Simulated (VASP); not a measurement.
Runs of VASP 6.6.1 on PbS. The structure is that of space group Fm-3m (No. 225), or close to it. The cells are those of the table. 

```csv
level,cell,gap on the mesh (eV),pressure (GPa)
revPBE,"a = 4.315 Å, angles 60.0°, 2 atoms",0.71,-1.0
revPBE+D3(BJ),"a = 4.239 Å, angles 60.0°, 2 atoms",0.55,(b)
BLYP,"a = 4.398 Å, angles 60.0°, 2 atoms",0.85,-1.7
BLYP,"a = 4.282 Å, angles 60.0°, 2 atoms",(a),2.0
revPBE+D3(BJ),"a = 4.128 Å, angles 60.0°, 2 atoms",0.24,2.4
```

Alike in all rows: task single point; potentials or basis VASP PAW PBE potentials, release 64 (Pb_d, S); no spin polarisation; k mesh 8 × 8 × 8; cutoff (eV) 520; smearing gaussian 0.05 eV.

Question: Estimate the missing entries.

Answer: (a) 0.67; (b) -2.1.

Caveats: the PAW data sets were made with another functional, which shifts forces and pressure a little; spin-orbit coupling is left out, which moves the levels of the heavy elements.

A k mesh can miss the band edges, and the runs leave out spin-orbit coupling on Pb.
